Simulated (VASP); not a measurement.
Write the native input for VASP 6.6.1 that does the following.

- Task: single point
- Functional: PBE
- Potentials or basis: VASP PAW PBE potentials, release 64 (Re)
- Cutoff: 520 eV
- k mesh: 4 × 4 × 4
- Occupations: fermi-dirac, width 0.15 eV
- Spin: no spin polarisation
- Dipole correction: no
- Further INCAR settings: ALGO = Normal; EDIFF = 1e-07; NBANDS = 10

The structure of Re lies in POSCAR:

```
Re
1.0
    0.0000000000      1.9574000000      1.9574000000
    1.9574000000      0.0000000000      1.9574000000
    1.9574000000      1.9574000000      0.0000000000
Re
1
Direct
    0.0000000000      0.0000000000      0.0000000000
```

The input as run:

INCAR

```
ALGO = Normal ; EDIFF = 1E-7
ENCUT = 520 ; GGA = PE
ISIF = 2 ; ISMEAR = -1
LASPH = True ; LCHARG = False
LREAL = False ; LWAVE = False
NBANDS = 10 ; NELM = 100
PREC = Accurate ; SIGMA = 0.15
```

KPOINTS

```
k-points
0
Gamma
  4 4 4
```

Potentials or basis: VASP PAW PBE potentials, release 64 (Re).

Command:

```sh
$ cat potpaw_PBE.64/Re/POTCAR > POTCAR
$ mpirun -np 1 vasp_std > vasp.out
```

Results of the run:

* Pressure: 2.8 GPa

Caveat: the k points lie up to 0.69 Å⁻¹ apart.

It took 4.3 s on 1 thread of Intel Xeon 8259CL, with other jobs on the host, peak memory 0.14 GiB.
